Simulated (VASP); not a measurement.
Here is a VASP 6.6.1 calculation.

File INCAR:

```
ALGO = Normal ; EDIFF = 1E-8
ENCUT = 520 ; GGA = RE
ISIF = 2 ; ISMEAR = -1
LASPH = True ; LCHARG = False
LEFG = True ; LREAL = False
LWAVE = False ; NBANDS = 8
NELM = 80 ; PREC = Accurate
SIGMA = 0.05
```

KPOINTS

```
k-points
0
Gamma
  24 24 24
```

Contents of POSCAR:

```
Sb
1.0
   -1.5296765170      1.5296765170      2.5206629649
    1.5296765170     -1.5296765170      2.5206629649
    1.5296765170      1.5296765170     -2.5206629649
Sb
1
Direct
    0.0000000000      0.0000000000      0.0000000000
```

Potentials or basis: VASP PAW PBE potentials, release 64 (Sb).

Run with:

```bash
$ cat potpaw_PBE.64/Sb/POTCAR > POTCAR
$ mpirun -np 1 vasp_std > vasp.out
```

Q: Predict the pressure.

A: 14.2 GPa.

Stress tensor (GPa, compression positive):
```
14.62  0.00  0.00
 0.00 14.62  0.00
 0.00  0.00 13.25
```

Caveat: without QUAD_EFG the Cq values of the log hold for a quadrupole moment of 1 mb, not for the nuclei; the PAW data sets were made with another functional, which shifts forces and pressure a little.
